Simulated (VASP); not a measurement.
A run of VASP 6.6.1:

INCAR

```
ALGO = Normal ; EDIFF = 1E-6
ENCUT = 520 ; GGA = PE
ISIF = 2 ; ISMEAR = 1
LASPH = True ; LCHARG = True
LELF = True ; LREAL = False
LVHAR = True ; LWAVE = False
NBANDS = 16 ; NELM = 100
PREC = Accurate ; SIGMA = 0.3
```

Contents of KPOINTS:

```
k-points
0
Gamma
  18 18 6
```

The input POSCAR:

```
C
1.0
    1.2280479700     -2.1270618200      0.0000000000
    1.2280479700      2.1270618200      0.0000000000
    0.0000000000      0.0000000000      7.1732677600
C
4
Direct
    0.0833794600      0.9166205400      0.7531376000
    0.5833794600      0.4166205400      0.2468624000
    0.9166205400      0.0833794600      0.2468624000
    0.4166205400      0.5833794600      0.7531376000
```

Potentials or basis: VASP PAW PBE potentials, release 64 (C).

Launch:

```bash
$ cat potpaw_PBE.64/C/POTCAR > POTCAR
$ mpirun -np 1 vasp_std > vasp.out
```

Hardware: 1 thread of AMD EPYC 7R13 (shared host).

Estimate the wall time of this run.

Wall time 4.8 min on 1 thread of AMD EPYC 7R13 (shared host), peak memory 0.23 GiB. Counts: scf iterations 12, k points 364.
